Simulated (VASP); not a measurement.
# Fe7Co (Im-3m) in VASP: single point with PBEsol

Aim: the single point of Fe7Co with PBEsol.

Program: VASP 6.6.1. These are calculated values, not measurements. Logs are shortened: lines on timing, memory, paths and dates and some standing lists are left out, and cuts for length are marked.

## (1) The cell of the first run

It takes space group Im-3m (No. 229, cubic). The conventional cell has a = 5.475 Å, b = 5.475 Å, c = 5.475 Å, α = 90.00°, β = 90.00°, γ = 90.00°. Fe (site symmetry 4/mmm) has 12 Fe at 2.37 to 2.74 Å and 2 Co at 2.74 Å within 3.1 Å. Within 3.1 Å of Fe (site symmetry -3m) lie 12 Fe at 2.37 to 2.74 Å and 2 Co at 2.37 Å. Co (site symmetry m-3m) has 14 Fe at 2.37 to 2.74 Å within 3.1 Å.

## (2) Single point, PBEsol, collinear spin, ferromagnetic start (10.26 Å³/atom)

Contents of INCAR:

```
SYSTEM = Fe7Co
PREC = Accurate
ENCUT = 520
EDIFF = 1E-7
ISMEAR = 0
SIGMA = 0.1
LREAL = .FALSE.
LASPH = .TRUE.
NELM = 150
ALGO = Normal
ISIF = 2
LWAVE = .FALSE.
LCHARG = .FALSE.
ISPIN = 2
MAGMOM = 2.39 2.39 2.39 2.6 2.6 2.6 2.6 1.98
LORBIT = 11
LMAXMIX = 4
GGA = PS
NBANDS = 46
```

Contents of KPOINTS:

```
Automatic mesh
0
G
  10 10 10
  0 0 0
```

Contents of POSCAR:

```
Fe7Co
1.0
   -2.7377208912      2.7377208912      2.7377208912
    2.7377208912     -2.7377208912      2.7377208912
    2.7377208912      2.7377208912     -2.7377208912
Fe Co
7 1
Direct
    0.0000000000      0.5000000000      0.5000000000
    0.5000000000      0.5000000000      0.0000000000
    0.5000000000      0.0000000000      0.5000000000
    0.0000000000      0.0000000000      0.5000000000
    0.0000000000      0.5000000000      0.0000000000
    0.5000000000      0.0000000000      0.0000000000
    0.5000000000      0.5000000000      0.5000000000
    0.0000000000      0.0000000000      0.0000000000
```

Potentials or basis: VASP PAW PBE potentials, release 64 (Fe, Co).

Launch:

```console
$ cat potpaw_PBE.64/Fe/POTCAR potpaw_PBE.64/Co/POTCAR > POTCAR
$ mpirun -np 1 vasp_std > vasp.out
```

OUTCAR:

```text
SYSTEM = Fe7Co
   PREC = Accurate
   ENCUT = 520
   EDIFF = 1E-7
   ISMEAR = 0
   LREAL = .FALSE.
   LASPH = .TRUE.
   NELM = 150
   ISIF = 2
   ISPIN = 2
   LORBIT = 11
   GGA = PS

 ion  position               nearest neighbor table
   1  0.000  0.500  0.500-   4 2.37   5 2.37   6 2.37   7 2.37   5 2.37   4 2.37   7 2.37   6 2.37
                             3 2.74   8 2.74   8 2.74   2 2.74   3 2.74   2 2.74
   2  0.500  0.500  0.000-   4 2.37   5 2.37   6 2.37   7 2.37   7 2.37   6 2.37   5 2.37   4 2.37
                             3 2.74   3 2.74   8 2.74   1 2.74   8 2.74   1 2.74
   3  0.500  0.000  0.500-   4 2.37   5 2.37   6 2.37   7 2.37   6 2.37   7 2.37   4 2.37   5 2.37
                             2 2.74   2 2.74   8 2.74   8 2.74   1 2.74   1 2.74
   4  0.000  0.000  0.500-   1 2.37   2 2.37   3 2.37   8 2.37   8 2.37   1 2.37   3 2.37   2 2.37
                             7 2.74   5 2.74   5 2.74   6 2.74   7 2.74   6 2.74
   5  0.000  0.500  0.000-   1 2.37   2 2.37   3 2.37   8 2.37   1 2.37   8 2.37   2 2.37   3 2.37
                             7 2.74   4 2.74   4 2.74   7 2.74   6 2.74   6 2.74
   6  0.500  0.000  0.000-   1 2.37   2 2.37   3 2.37   8 2.37   3 2.37   2 2.37   8 2.37   1 2.37
                             7 2.74   7 2.74   4 2.74   4 2.74   5 2.74   5 2.74
   7  0.500  0.500  0.500-   1 2.37   2 2.37   3 2.37   8 2.37   2 2.37   3 2.37   1 2.37   8 2.37
                             6 2.74   6 2.74   4 2.74   5 2.74   4 2.74   5 2.74
   8  0.000  0.000  0.000-   4 2.37   5 2.37   6 2.37   7 2.37   4 2.37   5 2.37   6 2.37   7 2.37
                             3 2.74   1 2.74   1 2.74   3 2.74   2 2.74   2 2.74

  LATTYP: Found a body centered cubic cell.
 ALAT       =     5.4754417824

  Lattice vectors:

 A1 = (  -2.7377208912,   2.7377208912,   2.7377208912)
 A2 = (   2.7377208912,  -2.7377208912,   2.7377208912)
 A3 = (   2.7377208912,   2.7377208912,  -2.7377208912)

Analysis of symmetry for initial positions (statically):
=====================================================================
 Subroutine PRICEL returns:
 Original cell was already a primitive cell.

 Routine SETGRP: Setting up the symmetry group for a
 body centered cubic supercell.

 Subroutine GETGRP returns: Found 48 space group operations
 (whereof 48 operations were pure point group operations)
 out of a pool of 48 trial point group operations.

The static configuration has the point symmetry O_h .

Analysis of symmetry for dynamics (positions and initial velocities):
=====================================================================
 Subroutine PRICEL returns:
 Original cell was already a primitive cell.

 Routine SETGRP: Setting up the symmetry group for a
 body centered cubic supercell.

 Subroutine GETGRP returns: Found 48 space group operations
 (whereof 48 operations were pure point group operations)
 out of a pool of 48 trial point group operations.

The dynamic configuration has the point symmetry O_h .

Analysis of structural, dynamic, and magnetic symmetry:
=====================================================================
 Subroutine PRICEL returns:
 Original cell was already a primitive cell.

 Routine SETGRP: Setting up the symmetry group for a
 body centered cubic supercell.

 Subroutine GETGRP returns: Found 48 space group operations
 (whereof 48 operations were pure point group operations)
 out of a pool of 48 trial point group operations.

The overall configuration has the point symmetry O_h .

 Subroutine INISYM returns: Found 48 space group operations
 (whereof 48 operations are pure point group operations),
 and found     1 'primitive' translations

----------------------------------------------------------------------------------------

                                     Primitive cell

  volume of cell :      82.0781

  direct lattice vectors                    reciprocal lattice vectors
    -2.737720891  2.737720891  2.737720891     0.000000000  0.182633665  0.182633665
     2.737720891 -2.737720891  2.737720891     0.182633665  0.000000000  0.182633665
     2.737720891  2.737720891 -2.737720891     0.182633665  0.182633665  0.000000000

  length of vectors
     4.741871681  4.741871681  4.741871681     0.258283006  0.258283006  0.258283006

  position of ions in fractional coordinates (direct lattice)
     0.000000000  0.500000000  0.500000000
     0.500000000  0.500000000  0.000000000
     0.500000000  0.000000000  0.500000000
     0.000000000  0.000000000  0.500000000
     0.000000000  0.500000000  0.000000000
     0.500000000  0.000000000  0.000000000
     0.500000000  0.500000000  0.500000000
     0.000000000  0.000000000  0.000000000

  ion indices of the primitive-cell ions
   primitive index   ion index
                 1           1
                 2           2
                 3           3
                 4           4
                 5           5
                 6           6
                 7           7
                 8           8

----------------------------------------------------------------------------------------

 KPOINTS: Automatic mesh

Automatic generation of k-mesh.
 Grid dimensions read from file:
 generate k-points for:   10   10   10

 Generating k-lattice:

  Cartesian coordinates                     Fractional coordinates (reciprocal lattice)
     0.000000000  0.018263366  0.018263366     0.100000000  0.000000000  0.000000000
     0.018263366  0.000000000  0.018263366     0.000000000  0.100000000  0.000000000
     0.018263366  0.018263366  0.000000000     0.000000000  0.000000000  0.100000000

  Length of vectors
     0.025828301  0.025828301  0.025828301

  Shift w.r.t. Gamma in fractional coordinates (k-lattice)
     0.000000000  0.000000000  0.000000000

 Subroutine IBZKPT returns following result:
 ===========================================

 Found     47 irreducible k-points:

 Following reciprocal coordinates:
            Coordinates               Weight
  0.000000  0.000000  0.000000      1.000000
  0.100000  0.000000  0.000000     12.000000
  0.200000  0.000000  0.000000     12.000000
  0.300000  0.000000  0.000000     12.000000
  0.400000  0.000000  0.000000     12.000000
  0.500000  0.000000  0.000000      6.000000
[... 16 lines left out ...]
  0.300000  0.300000  0.100000      8.000000
 -0.300000  0.300000  0.100000     24.000000
 [... further k-points ...]
   k-points           NKPTS =     47   k-points in BZ     NKDIM =     47   number of bands    NBANDS=     46
   number of dos      NEDOS =    301   number of ions     NIONS =      8
   total plane-waves  NPLWV =  46656
   dimension x,y,z NGX =    36 NGY =   36 NGZ =   36
   dimension x,y,z NGXF=    72 NGYF=   72 NGZF=   72
   ions per type =               7   1
   NGX,Y,Z   is equivalent  to a cutoff of  12.62, 12.62, 12.62 a.u.
   NGXF,Y,Z  is equivalent  to a cutoff of  25.24, 25.24, 25.24 a.u.
 SYSTEM =  Fe7Co
   PREC   = accura    normal or accurate (medium, high low for compatibility)
   ISTART =      0    job   : 0-new  1-cont  2-samecut
   ICHARG =      2    charge: 1-file 2-atom 10-const
   ISPIN  =      2    spin polarized calculation?
   LNONCOLLINEAR =      F non collinear calculations
   LSORBIT =      F    spin-orbit coupling
   LASPH  =      T    aspherical Exc in radial PAW
   ENCUT  =  520.0 eV  38.22 Ry    6.18 a.u.   8.82  8.82  8.82*2*pi/ulx,y,z
   NELM   =    150;   NELMIN=  2; NELMDL= -5     # of ELM steps
   EDIFF  = 0.1E-06   stopping-criterion for ELM
   LREAL  =      F    real-space projection
   EDIFFG = 0.1E-05   stopping-criterion for IOM
   NSW    =      0    number of steps for IOM
   IBRION =     -1    ionic relax: 0-MD 1-quasi-New 2-CG
   NFREE  =      0    steps in history (QN), initial steepest desc. (CG)
   ISIF   =      2    stress and relaxation
   ISYM   =      2    0-nonsym 1-usesym 2-fastsym
   POTIM  = 0.5000    time-step for ionic-motion
   TEBEG  =    0.0;   TEEND  =   0.0 temperature during run
   PSTRESS=    0.0 pullay stress
   NELECT =      65.0000    total number of electrons
   NUPDOWN=      -1.0000    fix difference up-down
   EMIN   =  10.00;   EMAX   =-10.00  energy-range for DOS
   EFERMI =   0.00;   METHOD = LEGACY
   ISMEAR =     0;   SIGMA  =   0.10  broadening in eV -4-tet -1-fermi 0-gaus
   EFERMI_NEDOS =   21; number of points for ismear=-14 and -15
   IALGO  =     38    algorithm
   IMIX   =      4    mixing-type and parameters
     AMIX     =   0.40;   BMIX     =  1.00
     AMIX_MAG =   1.60;   BMIX_MAG =  1.00
  volume/ion in A,a.u.               =      10.26        69.24
  Fermi-wavevector in a.u.,A,eV,Ry     =   1.514619  2.862215 31.212734  2.294071
  Thomas-Fermi vector in A             =   2.624253
   LORBIT       =     11    0 simple, 1 ext, 2 COOP (PROOUT), +10 PAW based schemes
   GGA     = PS    functional components
   LHFCALC =     F    Hartree Fock is set to
   AEXX    =    0.0000 exact exchange contribution
   IVDW    =     0    specifies the selected vdW correction
   LEPSILON=     F    determine dielectric tensor
   LRPA    =     F    only Hartree local field effects (RPA)
 spin polarized calculation
 Gauss-broadening in eV      SIGMA  =   0.10
  energy-cutoff  :      520.00
  volume of cell :       82.08
 maximum number of plane-waves:      2238
   NGX = 17   NGY = 17   NGZ = 17

 number of electron      64.9999939 magnetization      16.7973155

 Free energy of the ion-electron system (eV)
  ---------------------------------------------------
  ext. energy  EPLUGINS =         0.00000000
  ---------------------------------------------------
  free energy    TOTEN  =       -70.01384860 eV

  energy without entropy =      -69.97928843  energy(sigma->0) =      -69.99656851

 E-fermi :   7.4057     XC(G=0): -13.8699

 val. band max:        7.4050787709   @ k =  -0.3000   0.3000   0.1000
 cond. band min:       7.4081352380   @ k =  -0.4000   0.4000   0.2000
 fundamental gap:      0.0030564671
 Fermi energy:         7.4057424293

 spin component 1

 k-point     1 :       0.0000    0.0000    0.0000
  band No.  band energies     occupation
      1      -1.8885      1.00000
      2       1.6568      1.00000
      3       1.7216      1.00000
      4       1.7216      1.00000
      5       1.7622      1.00000
      6       1.7622      1.00000
[... 36 lines left out ...]
     43       7.8142      0.00000
     44       7.9554      0.00000
[... 1040 lines left out ...]
      4       2.1754      1.00000
      5       2.2225      1.00000
      6       2.2714      1.00000
[... 36 lines left out ...]
     43       8.7008      0.00000
     44       8.7341      0.00000

 [... further k-points ...]

 spin component 2

 k-point     1 :       0.0000    0.0000    0.0000
  band No.  band energies     occupation
      1      -1.6031      1.00000
      2       2.9387      1.00000
      3       2.9938      1.00000
      4       2.9939      1.00000
      5       2.9939      1.00000
      6       3.0130      1.00000
[... 36 lines left out ...]
     43       9.9494      0.00000
     44       9.9494      0.00000
[... 1040 lines left out ...]
      4       3.2830      1.00000
      5       3.5902      1.00000
      6       3.6509      1.00000
[... 36 lines left out ...]
     43      10.4240      0.00000
     44      10.5193      0.00000

 [... further k-points ...]

 [bands above 44 left out]

------------------------ aborting loop because EDIFF is reached ----------------------------------------

  FORCE on cell =-STRESS in cart. coord.  units (eV):
  Direction    XX          YY          ZZ          XY          YZ          ZX
  --------------------------------------------------------------------------------------
  -------------------------------------------------------------------------------------
  Total        7.7466842      7.7466842      7.7466842      0.0000000      0.0000000      0.0000000
  in kB      151.2164139    151.2164139    151.2164139      0.0000000      0.0000000      0.0000000
  external PRESSURE =     151.2164139 kB  Pullay stress =       0.0000000 kB

 VOLUME and BASIS-vectors are now :
 -----------------------------------------------------------------------------
  energy-cutoff  :      520.00
  volume of cell :       82.08
      direct lattice vectors                 reciprocal lattice vectors
    -2.737720891  2.737720891  2.737720891     0.000000000  0.182633665  0.182633665
     2.737720891 -2.737720891  2.737720891     0.182633665  0.000000000  0.182633665
     2.737720891  2.737720891 -2.737720891     0.182633665  0.182633665  0.000000000

 POSITION                                       TOTAL-FORCE (eV/Angst)
 -----------------------------------------------------------------------------------
      2.73772      0.00000      0.00000         0.000000      0.000000     -0.000000
      0.00000      0.00000      2.73772        -0.000000      0.000000      0.000000
      0.00000      2.73772      0.00000        -0.000000     -0.000000      0.000000
      1.36886      1.36886     -1.36886         0.000000      0.000000      0.000000
      1.36886     -1.36886      1.36886         0.000000      0.000000     -0.000000
     -1.36886      1.36886      1.36886         0.000000     -0.000000      0.000000
      1.36886      1.36886      1.36886        -0.000000      0.000000     -0.000000
      0.00000      0.00000      0.00000         0.000000      0.000000      0.000000
 -----------------------------------------------------------------------------------
    total drift:                                0.000000      0.000000      0.000000

  FREE ENERGIE OF THE ION-ELECTRON SYSTEM (eV)
  ---------------------------------------------------
  free  energy   TOTEN  =       -70.0138485993 eV

  energy  without entropy=      -69.9792884258  energy(sigma->0) =      -69.99656851

 total charge

# of ion       s       p       d       tot
------------------------------------------
    1        0.535   0.634   6.345   7.515
    2        0.535   0.634   6.345   7.515
    3        0.535   0.634   6.345   7.515
    4        0.534   0.641   6.308   7.483
    5        0.534   0.641   6.308   7.483
    6        0.534   0.641   6.308   7.483
    7        0.534   0.641   6.308   7.483
    8        0.534   0.633   7.290   8.457
--------------------------------------------------
tot          4.275   5.098  51.558  60.932

 magnetization (x)

# of ion       s       p       d       tot
------------------------------------------
    1       -0.010  -0.045   2.075   2.020
    2       -0.010  -0.045   2.075   2.020
    3       -0.010  -0.045   2.075   2.020
    4       -0.009  -0.046   2.276   2.221
    5       -0.009  -0.046   2.276   2.221
    6       -0.009  -0.046   2.276   2.221
    7       -0.009  -0.046   2.276   2.221
    8       -0.019  -0.055   1.726   1.653
--------------------------------------------------
tot         -0.085  -0.375  17.056  16.596
```

Run time: 17 min. Hardware: 1 thread of Intel Xeon 8259CL, shared host; peak memory 0.41 GiB.

What came out:

* Free energy: -70.0138 eV
* Pressure: 15.1 GPa
* Net moment: 16.80 μB per cell
* Site moments: Fe +2.02, +2.22 (each value once); Co +1.65 μB
* Valence electrons inside the program's atomic spheres: Fe 7.51, 7.48 (each value once); Co 8.46

Caveat: the cell stands under pressure; the PAW data sets were made with another functional, which shifts forces and pressure a little.
